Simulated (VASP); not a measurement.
Runs of VASP 6.6.1 on Rb. The structure is that of space group Im-3m (No. 229), or close to it. The cells are those of the table. 

```csv
cell,gap on the mesh (eV),pressure (GPa)
"a = 5.053 Å, angles 109.5°, 1 atom",none,(b)
"a = 4.810 Å, angles 109.5°, 1 atom",none,0.2
"a = 4.861 Å, angles 109.5°, 1 atom",none,0.1
"a = 4.910 Å, angles 109.5°, 1 atom",none,0.0
"a = 4.959 Å, angles 109.5°, 1 atom",none,(a)
```

Alike in all rows: task single point; level PBE; potentials or basis VASP PAW PBE potentials, release 64 (Rb_sv); no spin polarisation; k mesh 10 × 10 × 10; cutoff (eV) 520; smearing gaussian 0.1 eV.

Q: Fill in the values left out.

A: (a) -0.1; (b) -0.2.

A k mesh can miss the band edges, and the runs leave out spin-orbit coupling on Rb.

A gap of «none» marks levels without a gap at the run's occupations.
